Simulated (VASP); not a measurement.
# Ta (P6_322) in VASP: single point with PBEsol

Aim: the single point of Ta with PBEsol.

Program: VASP 6.6.1. These are calculated values, not measurements. Logs are shortened: lines on timing, memory, paths and dates and some standing lists are left out, and cuts for length are marked.

**1. The cell of the first run**

Symmetry: P6_322, No. 182, hexagonal system. Conventional cell: a = 5.368 Å, b = 5.368 Å, c = 7.699 Å, α = 90.00°, β = 90.00°, γ = 120.00°. Ta (site symmetry 2) has 8 Ta at 2.65 to 3.15 Å within 3.5 Å. Within 3.5 Å of Ta (site symmetry 32) lie 6 Ta at 2.65 Å.

**2. Single point, PBEsol**

The input, INCAR:

```
PREC = Accurate
ENCUT = 500
EDIFF = 1E-6
ISMEAR = 0
SIGMA = 0.15
LREAL = F
LASPH = T
NELM = 120
ALGO = Normal
ISIF = 2
LWAVE = F
LCHARG = T
GGA = PS
LELF = T
LVHAR = T
NBANDS = 54
GGA_COMPAT = F
```

The input, KPOINTS:

```
Automatic mesh
0
Gamma
  12 12 6
```

The input, POSCAR:

```
Ta
1.0
    5.3680902907      0.0000000000      0.0000000000
   -2.6840451454      4.6489025616      0.0000000000
    0.0000000000      0.0000000000      7.6989003720
Ta
8
Direct
    0.0000000000      0.3231711746      0.0000000000
    0.3231711746      0.0000000000      0.0000000000
    0.6768288254      0.6768288254      0.0000000000
    1.0000000000      0.6768288254      0.5000000000
    0.6768288254      0.0000000000      0.5000000000
    0.3231711746      0.3231711746      0.5000000000
    0.6666666667      0.3333333333      0.7500000000
    0.3333333333      0.6666666667      0.2500000000
```

Potentials or basis: VASP PAW PBE potentials, release 64 (Ta_pv).

Command:

```bash
cat potpaw_PBE.64/Ta_pv/POTCAR > POTCAR
mpirun -np 1 vasp_std > vasp.out
```

OUTCAR:

```text
PREC = Accurate
   ENCUT = 500
   EDIFF = 1E-6
   ISMEAR = 0
   LREAL = F
   LASPH = T
   NELM = 120
   ISIF = 2
   GGA = PS

 ion  position               nearest neighbor table
   1  0.000  0.323  0.000-   7 2.65   8 2.65   2 3.00   3 3.00   2 3.15   3 3.15   3 3.15   2 3.15

   2  0.323  0.000  0.000-   8 2.65   7 2.65   3 3.00   1 3.00   1 3.15   3 3.15   3 3.15   1 3.15

   3  0.677  0.677  0.000-   8 2.65   7 2.65   2 3.00   1 3.00   1 3.15   2 3.15   1 3.15   2 3.15

   4  0.000  0.677  0.500-   8 2.65   7 2.65   5 3.00   6 3.00   5 3.15   6 3.15   6 3.15   5 3.15

   5  0.677  0.000  0.500-   7 2.65   8 2.65   6 3.00   4 3.00   4 3.15   6 3.15   6 3.15   4 3.15

   6  0.323  0.323  0.500-   7 2.65   8 2.65   5 3.00   4 3.00   4 3.15   5 3.15   4 3.15   5 3.15

   7  0.667  0.333  0.750-   1 2.65   5 2.65   2 2.65   4 2.65   6 2.65   3 2.65
   8  0.333  0.667  0.250-   4 2.65   2 2.65   5 2.65   1 2.65   3 2.65   6 2.65

  LATTYP: Found a hexagonal cell.
 ALAT       =     5.3680902907
 C/A-ratio  =     1.4341972573

  Lattice vectors:

 A1 = (   5.3680902907,   0.0000000000,   0.0000000000)
 A2 = (  -2.6840451454,   4.6489025616,   0.0000000000)
 A3 = (   0.0000000000,   0.0000000000,   7.6989003720)

Analysis of symmetry for initial positions (statically):
=====================================================================
 Subroutine PRICEL returns:
 Original cell was already a primitive cell.

 Routine SETGRP: Setting up the symmetry group for a
 hexagonal supercell.

 Subroutine GETGRP returns: Found 12 space group operations
 (whereof  6 operations were pure point group operations)
 out of a pool of 24 trial point group operations.

The static configuration has the point symmetry D_3 .
 The point group associated with its full space group is D_6 .

Analysis of symmetry for dynamics (positions and initial velocities):
=====================================================================
 Subroutine PRICEL returns:
 Original cell was already a primitive cell.

 Routine SETGRP: Setting up the symmetry group for a
 hexagonal supercell.

 Subroutine GETGRP returns: Found 12 space group operations
 (whereof  6 operations were pure point group operations)
 out of a pool of 24 trial point group operations.

The dynamic configuration has the point symmetry D_3 .
 The point group associated with its full space group is D_6 .

 Subroutine INISYM returns: Found 12 space group operations
 (whereof  6 operations are pure point group operations),
 and found     1 'primitive' translations

----------------------------------------------------------------------------------------

                                     Primitive cell

  volume of cell :     192.1317

  direct lattice vectors                    reciprocal lattice vectors
     5.368090291  0.000000000  0.000000000     0.186285987  0.107552265  0.000000000
    -2.684045145  4.648902562  0.000000000     0.000000000  0.215104530  0.000000000
     0.000000000  0.000000000  7.698900372     0.000000000  0.000000000  0.129888679

  length of vectors
     5.368090291  5.368090291  7.698900372     0.215104530  0.215104530  0.129888679

  position of ions in fractional coordinates (direct lattice)
     0.000000000  0.323171175  0.000000000
     0.323171175  0.000000000  0.000000000
     0.676828825  0.676828825  0.000000000
     0.000000000  0.676828825  0.500000000
     0.676828825  0.000000000  0.500000000
     0.323171175  0.323171175  0.500000000
     0.666666667  0.333333333  0.750000000
     0.333333333  0.666666667  0.250000000

  ion indices of the primitive-cell ions
   primitive index   ion index
                 1           1
                 2           2
                 3           3
                 4           4
                 5           5
                 6           6
                 7           7
                 8           8

----------------------------------------------------------------------------------------

 KPOINTS: Automatic mesh

Automatic generation of k-mesh.
 Grid dimensions read from file:
 generate k-points for:   12   12    6

 Generating k-lattice:

  Cartesian coordinates                     Fractional coordinates (reciprocal lattice)
     0.015523832  0.008962689  0.000000000     0.083333333  0.000000000  0.000000000
     0.000000000  0.017925377  0.000000000     0.000000000  0.083333333  0.000000000
     0.000000000  0.000000000  0.021648113     0.000000000  0.000000000  0.166666667

  Length of vectors
     0.017925377  0.017925377  0.021648113

  Shift w.r.t. Gamma in fractional coordinates (k-lattice)
     0.000000000  0.000000000  0.000000000

 Subroutine IBZKPT returns following result:
 ===========================================

 Found     76 irreducible k-points:

 Following reciprocal coordinates:
            Coordinates               Weight
  0.000000  0.000000  0.000000      1.000000
  0.083333  0.000000  0.000000      6.000000
  0.166667 -0.000000  0.000000      6.000000
  0.250000  0.000000  0.000000      6.000000
  0.333333 -0.000000  0.000000      6.000000
  0.416667  0.000000  0.000000      6.000000
[... 16 lines left out ...]
  0.250000  0.000000  0.166667     12.000000
  0.333333 -0.000000  0.166667     12.000000
 [... further k-points ...]
   k-points           NKPTS =     76   k-points in BZ     NKDIM =     76   number of bands    NBANDS=     54
   number of dos      NEDOS =    301   number of ions     NIONS =      8
   total plane-waves  NPLWV =  89600
   dimension x,y,z NGX =    40 NGY =   40 NGZ =   56
   dimension x,y,z NGXF=    80 NGYF=   80 NGZF=  112
   ions per type =               8
   NGX,Y,Z   is equivalent  to a cutoff of  12.39, 12.39, 12.09 a.u.
   NGXF,Y,Z  is equivalent  to a cutoff of  24.78, 24.78, 24.18 a.u.
 SYSTEM =  unknown system
   PREC   = accura    normal or accurate (medium, high low for compatibility)
   ISTART =      0    job   : 0-new  1-cont  2-samecut
   ICHARG =      2    charge: 1-file 2-atom 10-const
   ISPIN  =      1    spin polarized calculation?
   LNONCOLLINEAR =      F non collinear calculations
   LSORBIT =      F    spin-orbit coupling
   LASPH  =      T    aspherical Exc in radial PAW
   ENCUT  =  500.0 eV  36.75 Ry    6.06 a.u.   9.79  9.79 14.04*2*pi/ulx,y,z
   NELM   =    120;   NELMIN=  2; NELMDL= -5     # of ELM steps
   EDIFF  = 0.1E-05   stopping-criterion for ELM
   LREAL  =      F    real-space projection
[... 7 lines left out ...]
   TEBEG  =    0.0;   TEEND  =   0.0 temperature during run
   PSTRESS=    0.0 pullay stress
   NELECT =      88.0000    total number of electrons
   NUPDOWN=      -1.0000    fix difference up-down
   EMIN   =  10.00;   EMAX   =-10.00  energy-range for DOS
   EFERMI =   0.00;   METHOD = LEGACY
   ISMEAR =     0;   SIGMA  =   0.15  broadening in eV -4-tet -1-fermi 0-gaus
   EFERMI_NEDOS =   21; number of points for ismear=-14 and -15
   IALGO  =     38    algorithm
   IMIX   =      4    mixing-type and parameters
     AMIX     =   0.40;   BMIX     =  1.00
     AMIX_MAG =   1.60;   BMIX_MAG =  1.00
  volume/ion in A,a.u.               =      24.02       162.07
  Fermi-wavevector in a.u.,A,eV,Ry     =   1.261932  2.384706 21.666914  1.592473
  Thomas-Fermi vector in A             =   2.395366
   LORBIT       =      0    0 simple, 1 ext, 2 COOP (PROOUT), +10 PAW based schemes
   GGA     = PS    functional components
   LHFCALC =     F    Hartree Fock is set to
   AEXX    =    0.0000 exact exchange contribution
   IVDW    =     0    specifies the selected vdW correction
   LEPSILON=     F    determine dielectric tensor
   LRPA    =     F    only Hartree local field effects (RPA)
 non-spin polarized calculation
 Gauss-broadening in eV      SIGMA  =   0.15
  energy-cutoff  :      500.00
  volume of cell :      192.13
 maximum number of plane-waves:      4901
 NGX is ok and might be reduce to    40
   NGX = 19   NGY = 19   NGZ = 29

 number of electron      88.0000019 magnetization

 Free energy of the ion-electron system (eV)
  ---------------------------------------------------
  ext. energy  EPLUGINS =         0.00000000
  ---------------------------------------------------
  free energy    TOTEN  =       -88.23881041 eV

  energy without entropy =      -88.12669330  energy(sigma->0) =      -88.18275186

 E-fermi :   3.3155     XC(G=0): -11.0623

 val. band max:        3.3149776329   @ k =   0.4167   0.0833   0.0000
 cond. band min:       3.3166639118   @ k =   0.4167   0.0000   0.1667
 fundamental gap:      0.0016862789
 Fermi energy:         3.3154850338

 k-point     1 :       0.0000    0.0000    0.0000
  band No.  band energies     occupation
      1     -31.5995      2.00000
      2     -31.3287      2.00000
      3     -31.3287      2.00000
      4     -31.3171      2.00000
      5     -31.2927      2.00000
      6     -31.2732      2.00000
[... 46 lines left out ...]
     53       4.8867      0.00000
     54       5.5082      0.00000

 k-point     2 :       0.0833    0.0000    0.0000
  band No.  band energies     occupation
      1     -31.5988      2.00000
      2     -31.3363      2.00000
      3     -31.3344      2.00000
      4     -31.3244      2.00000
      5     -31.3198      2.00000
      6     -31.2866      2.00000
[... 46 lines left out ...]
     53       4.8676      0.00000
     54       5.2848      0.00000

 k-point     3 :       0.1667   -0.0000    0.0000
  band No.  band energies     occupation
      1     -31.5958      2.00000
      2     -31.3704      2.00000
      3     -31.3533      2.00000
      4     -31.3312      2.00000
      5     -31.3292      2.00000
      6     -31.3037      2.00000
[... 46 lines left out ...]
     53       4.7911      0.00000
     54       4.9713      0.00000
[... 1084 lines left out ...]
 k-point    23 :       0.2500    0.0000    0.1667
  band No.  band energies     occupation
      1     -31.5748      2.00000
      2     -31.4151      2.00000
      3     -31.3656      2.00000
      4     -31.3500      2.00000
      5     -31.3252      2.00000
      6     -31.3080      2.00000
[... 46 lines left out ...]
     53       4.8732      0.00000
     54       4.8914      0.00000

 k-point    24 :       0.3333   -0.0000    0.1667
  band No.  band energies     occupation
      1     -31.5694      2.00000
      2     -31.4244      2.00000
      3     -31.3734      2.00000
      4     -31.3545      2.00000
      5     -31.3391      2.00000
      6     -31.3078      2.00000
[... 46 lines left out ...]
     53       5.0274      0.00000
     54       5.2577      0.00000

 [... further k-points ...]

------------------------ aborting loop because EDIFF is reached ----------------------------------------

  FORCE on cell =-STRESS in cart. coord.  units (eV):
  Direction    XX          YY          ZZ          XY          YZ          ZX
  --------------------------------------------------------------------------------------
  -------------------------------------------------------------------------------------
  Total      -14.8679806    -14.8679806     -5.5101739      0.0000000      0.0000000     -0.0000000
  in kB     -123.9834202   -123.9834202    -45.9490918      0.0000000      0.0000000     -0.0000000
  external PRESSURE =     -97.9719774 kB  Pullay stress =       0.0000000 kB

 VOLUME and BASIS-vectors are now :
 -----------------------------------------------------------------------------
  energy-cutoff  :      500.00
  volume of cell :      192.13
      direct lattice vectors                 reciprocal lattice vectors
     5.368090291  0.000000000  0.000000000     0.186285987  0.107552265  0.000000000
    -2.684045145  4.648902562  0.000000000     0.000000000  0.215104530  0.000000000
     0.000000000  0.000000000  7.698900372     0.000000000  0.000000000  0.129888679

 POSITION                                       TOTAL-FORCE (eV/Angst)
 -----------------------------------------------------------------------------------
     -0.86741      1.50239      0.00000         0.318285     -0.551286     -0.000000
      1.73481      0.00000      0.00000        -0.636570      0.000000      0.000000
      1.81664      3.14651      0.00000         0.318285      0.551286     -0.000000
     -1.81664      3.14651      3.84945        -0.318285      0.551286     -0.000000
      3.63328      0.00000      3.84945         0.636570      0.000000      0.000000
      0.86741      1.50239      3.84945        -0.318285     -0.551286     -0.000000
      2.68405      1.54963      5.77418        -0.000000      0.000000     -0.000000
     -0.00000      3.09927      1.92473        -0.000000     -0.000000     -0.000000
 -----------------------------------------------------------------------------------
    total drift:                                0.000000     -0.000000      0.000000

  FREE ENERGIE OF THE ION-ELECTRON SYSTEM (eV)
  ---------------------------------------------------
  free  energy   TOTEN  =       -88.2388104147 eV

  energy  without entropy=      -88.1266933010  energy(sigma->0) =      -88.18275186
```

It took 14 min on 1 thread of Intel Xeon 8259CL, shared host; peak memory 0.62 GiB.

Results:

| Item | Value |
| --- | --- |
| Free energy | -88.2388 eV |
| Pressure | -9.8 GPa |
| Largest force | 0.637 eV/Å |
| Band gap on the k mesh | zero (bands 44 and 45 overlap by 0.40 eV) |

Forces in eV/Å, atoms in the order of the input:
```
Ta   0.318 -0.551  0.000
Ta  -0.637  0.000  0.000
Ta   0.318  0.551  0.000
Ta  -0.318  0.551  0.000
Ta   0.637  0.000  0.000
Ta  -0.318 -0.551  0.000
Ta   0.000  0.000  0.000
Ta   0.000  0.000  0.000
```

Stress tensor (GPa, compression positive):
```
-12.40   0.00   0.00
  0.00 -12.40   0.00
  0.00   0.00  -4.59
```

Levels at points of the mesh, in eV from the Fermi level:
```csv
k point,band 40,band 41,band 42,band 43,band 44,band 45,band 46,band 47,band 48,band 49
"(0.00, 0.00, 0.00)",-0.54,-0.21,-0.21,-0.18,-0.07,0.26,0.26,0.56,0.69,0.69
"(0.50, 0.00, 0.00)",-0.98,-0.87,-0.54,-0.39,-0.36,-0.06,0.01,0.27,0.28,1.73
"(0.00, 0.00, 0.50)",-0.70,-0.63,-0.63,-0.47,-0.47,0.14,0.14,0.42,0.42,0.67
"(0.50, 0.00, 0.50)",-0.95,-0.74,-0.74,-0.11,-0.11,0.58,0.58,0.78,0.78,1.06
```

Caveat: the stress differs along the axes, from -12 to -5 GPa; the PAW data sets were made with another functional, which shifts forces and pressure a little; spin-orbit coupling is left out, which moves the levels of the heavy elements.
